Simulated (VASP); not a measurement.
# GaSb (Immm) in VASP: notebook, part 2 of 2

VASP 6.6.1. The steps go on from the part before.

## (4) Single point, LDA

Contents of INCAR:

```
ALGO = Normal
EDIFF = 1E-6
ENCUT = 520
ISIF = 2
ISMEAR = 0
LASPH = T
LCHARG = F
LREAL = F
LWAVE = F
NBANDS = 16
NELM = 80
PREC = Accurate
SIGMA = 0.15
```

Contents of KPOINTS:

```
k-points
0
Gamma
  16 16 16
```

Contents of POSCAR:

```
GaSb
1.0
   -1.5719768894      2.6997203911      2.5938200430
    1.5719768894     -2.6997203911      2.5938200430
    1.5719768894      2.6997203911     -2.5938200430
Ga Sb
1 1
Direct
    0.0000000000      0.0000000000      0.0000000000
    0.5000000000      0.5000000000      0.0000000000
```

Potentials or basis: VASP PAW LDA potentials, release 64 (Ga_d, Sb).

Started as:

```bash
cat potpaw_LDA.64/Ga_d/POTCAR potpaw_LDA.64/Sb/POTCAR > POTCAR
mpirun -np 1 vasp_std > vasp.out
```

OUTCAR:

```text
EDIFF = 1E-6
   ENCUT = 520
   ISIF = 2
   ISMEAR = 0
   LASPH = T
   LREAL = F
   NELM = 80
   PREC = Accurate

 ion  position               nearest neighbor table
   1  0.000  0.000  0.000-   2 2.59   2 2.59   2 3.12   2 3.12   2 3.12   2 3.12
   2  0.500  0.500  0.000-   1 2.59   1 2.59   1 3.12   1 3.12   1 3.12   1 3.12

  LATTYP: Found a body centered orthorhombic cell.
 ALAT       =     3.1439537788
 B/A-ratio  =     1.6500370079
 C/A-ratio  =     1.7174046319

  Lattice vectors:

 A1 = (   1.5719768894,  -2.6997203911,  -2.5938200430)
 A2 = (  -1.5719768894,  -2.6997203911,   2.5938200430)
 A3 = (  -1.5719768894,   2.6997203911,  -2.5938200430)

Analysis of symmetry for initial positions (statically):
=====================================================================
 Subroutine PRICEL returns:
 Original cell was already a primitive cell.

 Routine SETGRP: Setting up the symmetry group for a
 body centered orthorhombic supercell.

 Subroutine GETGRP returns: Found  8 space group operations
 (whereof  8 operations were pure point group operations)
 out of a pool of  8 trial point group operations.

The static configuration has the point symmetry D_2h.

Analysis of symmetry for dynamics (positions and initial velocities):
=====================================================================
 Subroutine PRICEL returns:
 Original cell was already a primitive cell.

 Routine SETGRP: Setting up the symmetry group for a
 body centered orthorhombic supercell.

 Subroutine GETGRP returns: Found  8 space group operations
 (whereof  8 operations were pure point group operations)
 out of a pool of  8 trial point group operations.

The dynamic configuration has the point symmetry D_2h.

 Subroutine INISYM returns: Found  8 space group operations
 (whereof  8 operations are pure point group operations),
 and found     1 'primitive' translations

[... 114 lines left out ...]
     AMIX_MAG =   1.60;   BMIX_MAG =  1.00
  volume/ion in A,a.u.               =      22.02       148.57
  Fermi-wavevector in a.u.,A,eV,Ry     =   1.215003  2.296023 20.085365  1.476233
  Thomas-Fermi vector in A             =   2.350404
   LORBIT       =      0    0 simple, 1 ext, 2 COOP (PROOUT), +10 PAW based schemes
   GGA     = CA    functional components
   LHFCALC =     F    Hartree Fock is set to
   AEXX    =    0.0000 exact exchange contribution
   IVDW    =     0    specifies the selected vdW correction
   LEPSILON=     F    determine dielectric tensor
   LRPA    =     F    only Hartree local field effects (RPA)
 non-spin polarized calculation
 Gauss-broadening in eV      SIGMA  =   0.15
  energy-cutoff  :      520.00
  volume of cell :       44.03
 maximum number of plane-waves:      1203
   NGX = 15   NGY = 15   NGZ = 15

 number of electron      17.9999995 magnetization

 Free energy of the ion-electron system (eV)
  ---------------------------------------------------
  ext. energy  EPLUGINS =         0.00000000
  ---------------------------------------------------
  free energy    TOTEN  =        -8.17856785 eV

  energy without entropy =       -8.16949879  energy(sigma->0) =       -8.17403332

 E-fermi :   7.4833     XC(G=0): -10.8726

 val. band max:        7.4749272392   @ k =  -0.4375  -0.3125   0.1250
 cond. band min:       7.4847706994   @ k =  -0.3750  -0.4375   0.0625
 fundamental gap:      0.0098434601
 Fermi energy:         7.4832885623

 k-point     1 :       0.0000    0.0000    0.0000
  band No.  band energies     occupation
      1      -7.7835      2.00000
      2      -7.6896      2.00000
      3      -7.6827      2.00000
      4      -7.6314      2.00000
      5      -7.6270      2.00000
      6      -5.1894      2.00000
[... 433 lines left out ...]
      3      -7.6805      2.00000
      4      -7.6338      2.00000
      5      -7.6289      2.00000
      6      -5.0368      2.00000
[... 8 lines left out ...]
     15      17.2416      0.00000
     16      17.3960      0.00000

 [... further k-points ...]

------------------------ aborting loop because EDIFF is reached ----------------------------------------

  FORCE on cell =-STRESS in cart. coord.  units (eV):
  Direction    XX          YY          ZZ          XY          YZ          ZX
  --------------------------------------------------------------------------------------
  -------------------------------------------------------------------------------------
  Total       -0.8481247     -1.2106836      4.3366280      0.0000000      0.0000000      0.0000000
  in kB      -30.8606812    -44.0530976    157.7967217      0.0000000      0.0000000      0.0000000
  external PRESSURE =      27.6276476 kB  Pullay stress =       0.0000000 kB

 VOLUME and BASIS-vectors are now :
 -----------------------------------------------------------------------------
  energy-cutoff  :      520.00
  volume of cell :       44.03
      direct lattice vectors                 reciprocal lattice vectors
    -1.571976889  2.699720391  2.593820043     0.000000000  0.185204365  0.192765879
     1.571976889 -2.699720391  2.593820043     0.318070834  0.000000000  0.192765879
     1.571976889  2.699720391 -2.593820043     0.318070834  0.185204365  0.000000000

 POSITION                                       TOTAL-FORCE (eV/Angst)
 -----------------------------------------------------------------------------------
      0.00000      0.00000      0.00000         0.000000     -0.000000      0.000000
      0.00000      0.00000      2.59382        -0.000000      0.000000     -0.000000
 -----------------------------------------------------------------------------------
    total drift:                                0.000000      0.000000     -0.000000

  FREE ENERGIE OF THE ION-ELECTRON SYSTEM (eV)
  ---------------------------------------------------
  free  energy   TOTEN  =        -8.1785678494 eV

  energy  without entropy=       -8.1694987891  energy(sigma->0) =       -8.17403332
```

OSZICAR:

```text
N       E                     dE             d eps       ncg     rms          rms(c)
DAV:   1     0.798612756282E+02    0.79861E+02   -0.86268E+03 20376   0.151E+03
DAV:   2    -0.233368089485E+01   -0.82195E+02   -0.79328E+02 23296   0.306E+02
DAV:   3    -0.813512724143E+01   -0.58014E+01   -0.57800E+01 24192   0.627E+01
DAV:   4    -0.822956700733E+01   -0.94440E-01   -0.94425E-01 24800   0.887E+00
DAV:   5    -0.823170258862E+01   -0.21356E-02   -0.21355E-02 25136   0.120E+00    0.299E+00
DAV:   6    -0.819171567275E+01    0.39987E-01   -0.48801E-02 25976   0.395E+00    0.168E+00
DAV:   7    -0.817908152387E+01    0.12634E-01   -0.16105E-02 29520   0.142E+00    0.287E-01
DAV:   8    -0.817859547449E+01    0.48605E-03   -0.21463E-03 25576   0.588E-01    0.413E-02
DAV:   9    -0.817857049777E+01    0.24977E-04   -0.10559E-04 23784   0.800E-02    0.193E-02
DAV:  10    -0.817856783439E+01    0.26634E-05   -0.11505E-05 24720   0.265E-02    0.518E-03
DAV:  11    -0.817856784939E+01   -0.14998E-07   -0.10404E-06 17296   0.820E-03
   1 F= -.81785678E+01 E0= -.81740333E+01  d E =-.906906E-02
```

stdout:

```text
POSCAR found type information on POSCAR GaSb
 POSCAR found :  2 types and       2 ions
 scaLAPACK will be used
 LDA part: xc-table for (Slater(with rela. corr.)+CA(PZ))
 , standard interpolation
 POSCAR, INCAR and KPOINTS ok, starting setup
 FFT: planning ... GRIDC
 FFT: planning ... GRID_SOFT
 FFT: planning ... GRID
 WAVECAR not read
 entering main loop
```

Wall time 4.3 min (1 thread of Intel Xeon Platinum 8488C (Sapphire Rapids), shared host); peak memory 0.52 GiB.

What came out:

- Free energy: -8.1786 eV
- Pressure: 2.8 GPa
- Band gap on the k mesh: zero (bands 9 and 10 overlap by 5.86 eV)

Stress tensor (GPa, compression positive):
```
-3.09  0.00  0.00
 0.00 -4.41  0.00
 0.00  0.00 15.78
```

Caveat: the cell differs from its parent crystal (strain +e along x and -e along y -0.0400, strain +e along z and -e/2 along x and y -0.0750); the stress differs along the axes, from -4 to 16 GPa; spin-orbit coupling is left out, which moves the levels of the heavy elements.

## (5) Single point, LDA

Contents of INCAR:

```
SYSTEM = GaSb
PREC     = Accurate       ! precision mode
ENCUT    = 520            ! plane-wave cutoff, eV
EDIFF    = 1E-7           ! SCF threshold, eV
ISMEAR   = 0              ! smearing method
SIGMA    = 0.15           ! smearing width, eV
LREAL    = .FALSE.        ! projectors in reciprocal space
LASPH    = .TRUE.         ! aspherical terms in the spheres
NELM     = 60             ! most SCF steps
ALGO     = Normal         ! electronic algorithm
ISIF     = 2              ! what is computed and relaxed
LWAVE    = .FALSE.        ! write WAVECAR
LCHARG   = .FALSE.        ! write CHGCAR
GGA      = CA             ! functional
NBANDS   = 16             ! bands
```

Contents of KPOINTS:

```
Automatic mesh
0
G
  16 16 16
  0 0 0
```

Contents of POSCAR:

```
GaSb
1.0
   -1.5798564728      2.3113615413      3.0144395094
    1.5798564728     -2.3113615413      3.0144395094
    1.5798564728      2.3113615413     -3.0144395094
Ga Sb
1 1
Direct
    0.0000000000      0.0000000000      0.0000000000
    0.5000000000      0.5000000000      0.0000000000
```

Started as:

```bash
cat potpaw_LDA.64/Ga_d/POTCAR potpaw_LDA.64/Sb/POTCAR > POTCAR
mpirun -np 1 vasp_std > vasp.out
```

Wall time 2.7 min (1 thread of Intel Xeon Platinum 8488C (Sapphire Rapids), shared host); peak memory 0.53 GiB.

It converged, with:

```yaml
Free_energy: -8.2039 eV
Pressure: 2.6 GPa
Band_gap_on_the_k_mesh: zero (bands 9 and 10 overlap by 6.39 eV)
```

Stress tensor (GPa, compression positive):
```
 6.34  0.00  0.00
 0.00  8.81  0.00
 0.00  0.00 -7.30
```

Levels at points of the mesh, in eV from the Fermi level:
```
           k point  band 7  band 8  band 9  band 10  band 11  band 12
(0.00, 0.00, 0.00)   -2.76   -1.99   -0.37     3.82     4.00     4.09
(0.50, 0.00, 0.00)   -8.63   -0.73    0.70     4.00     4.52     5.05
(0.00, 0.50, 0.00)   -7.03   -0.80   -0.27     0.55     1.05     1.93
(0.50, 0.50, 0.00)   -5.69   -3.88   -3.37    -1.76     2.91     6.67
(0.50, 0.50, 0.50)   -5.67   -4.87   -4.79     1.92     6.03     9.55
```

Caveat: the cell differs from its parent crystal (strain +e along x and -e along y +0.0400, strain +e along z and -e/2 along x and y +0.0750); the stress differs along the axes, from -7 to 9 GPa; spin-orbit coupling is left out, which moves the levels of the heavy elements.

## (6) Single point, LDA

This run uses another cell than the first one, of 22.04 Å³/atom.

Contents of INCAR:

```
SYSTEM = GaSb
PREC = Accurate ; ENCUT = 520
EDIFF = 1E-6 ; ISMEAR = 0
SIGMA = 0.15 ; LREAL = .FALSE.
LASPH = .TRUE. ; NELM = 80
ALGO = Normal ; ISIF = 2
LWAVE = .FALSE. ; LCHARG = .FALSE.
NBANDS = 16
```

Contents of KPOINTS:

```
regular mesh
0
G
  16 16 16
  0 0 0
```

Contents of POSCAR:

```
GaSb
1.0
   -1.6034952230      2.6496095718      2.5938200430
    1.6034952230     -2.6496095718      2.5938200430
    1.6034952230      2.6496095718     -2.5938200430
Ga Sb
1 1
Direct
    0.0000000000      0.0000000000      0.0000000000
    0.5000000000      0.5000000000      0.0000000000
```

Potentials or basis: VASP PAW LDA potentials, release 64 (Ga_d, Sb).

Started as:

```bash
cat potpaw_LDA.64/Ga_d/POTCAR potpaw_LDA.64/Sb/POTCAR > POTCAR
mpirun -np 1 vasp_std > vasp.out
```

It took 2.5 min on 1 thread of Intel Xeon 6975P-C (Granite Rapids), shared host; peak memory 0.52 GiB.

The run converged. Its results:

```yaml
Free_energy: -8.1820 eV
Pressure: 2.6 GPa
Band_gap_on_the_k_mesh: zero (bands 9 and 10 overlap by 6.02 eV)
```

Stress tensor (GPa, compression positive):
```
-3.71  0.00  0.00
 0.00 -4.31  0.00
 0.00  0.00 15.95
```

Levels at points of the mesh, in eV from the Fermi level:
```csv
k point,band 5,band 6,band 7,band 8,band 9,band 10,band 11,band 12,band 13,band 14
"(0.00, 0.00, 0.00)",-15.13,-12.66,-2.43,-2.17,-1.38,3.54,4.64,6.37,6.95,9.45
"(0.50, 0.00, 0.00)",-15.12,-10.88,-8.64,0.31,2.05,2.93,3.06,3.74,5.74,7.93
"(0.00, 0.50, 0.00)",-15.10,-8.81,-6.81,-2.40,-0.83,-0.67,0.64,4.31,4.80,10.17
"(0.50, 0.50, 0.00)",-15.10,-9.01,-5.59,-2.74,-2.55,-1.50,3.11,3.32,6.79,7.11
"(0.50, 0.50, 0.50)",-15.12,-9.33,-5.99,-5.63,-5.35,1.73,5.80,10.08,10.65,12.77
```

Caveat: the stress differs along the axes, from -4 to 16 GPa; spin-orbit coupling is left out, which moves the levels of the heavy elements.

## (7) Summary

| cell | gap on the mesh (eV) | pressure (GPa) |
| --- | --- | --- |
| a = 4.214 Å, angles 138.6, 114.9, 80.1°, 2 atoms | none | 8.7 |
| a = 4.247 Å, angles 140.8, 112.2, 81.2°, 2 atoms | none | 8.8 |
| a = 4.060 Å, angles 134.4, 96.7, 100.6°, 2 atoms | none | 2.8 |
| a = 4.114 Å, angles 134.8, 111.6, 85.8°, 2 atoms | none | 2.6 |
| a = 4.040 Å, angles 133.2, 98.0, 100.1°, 2 atoms | none | 2.6 |

Alike in all rows: task single point; level LDA; potentials or basis VASP PAW LDA potentials, release 64 (Ga_d, Sb); no spin polarisation; k mesh 16 × 16 × 16; cutoff (eV) 520; smearing gaussian 0.15 eV.

Caveats: spin-orbit coupling is left out, which moves the levels of the heavy elements; the stress differs along the axes, from -4 to 16 GPa (at least some runs); the stress differs along the axes, from -10 to 18 GPa (at least some runs); the stress differs along the axes, from -10 to 19 GPa (at least some runs); the stress differs along the axes, from -7 to 9 GPa (at least some runs).

Total energies depend on the potentials used, so only differences within one code and one set of settings carry meaning.
